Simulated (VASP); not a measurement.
A run of VASP 6.6.1:

Contents of INCAR:

```
SYSTEM = Ru
PREC     = Accurate       ! precision mode
ENCUT    = 520            ! plane-wave cutoff, eV
EDIFF    = 1E-8           ! SCF threshold, eV
ISMEAR   = -1             ! smearing method
SIGMA    = 0.15           ! smearing width, eV
LREAL    = .FALSE.        ! projectors in reciprocal space
LASPH    = .TRUE.         ! aspherical terms in the spheres
NELM     = 100            ! most SCF steps
ALGO     = Normal         ! electronic algorithm
ISIF     = 2              ! what is computed and relaxed
LWAVE    = .FALSE.        ! write WAVECAR
LCHARG   = .FALSE.        ! write CHGCAR
GGA      = CA             ! functional
NBANDS   = 21             ! bands
IBRION   = 8              ! ionic algorithm
NSW      = 1              ! ionic steps
```

The input KPOINTS:

```
regular mesh
0
G
  18 18 10
  0 0 0
```

Contents of POSCAR:

```
Ru
1.0
    2.6267045313      0.0000000000      0.0000000000
   -1.3133522656      2.2747928523      0.0000000000
    0.0000000000      0.0000000000      4.1582702571
Ru
2
Direct
    0.3333333333      0.6666666667      0.2500000000
    0.6666666667      0.3333333333      0.7500000000
```

Potentials or basis: VASP PAW LDA potentials, release 64 (Ru_pv).

Launch:

```sh
$ cat potpaw_LDA.64/Ru_pv/POTCAR > POTCAR
$ mpirun -np 1 vasp_std > vasp.out
```

Hardware: 1 thread of Intel(R) Xeon(R) 6975P-C (Granite Rapids), on a shared host.

Question: Estimate the wall time of this run.

Answer: It took 9.3 min on 1 thread of Intel(R) Xeon(R) 6975P-C (Granite Rapids) (shared host), peak memory 0.94 GiB. Counts: scf iterations 50, k points 222.
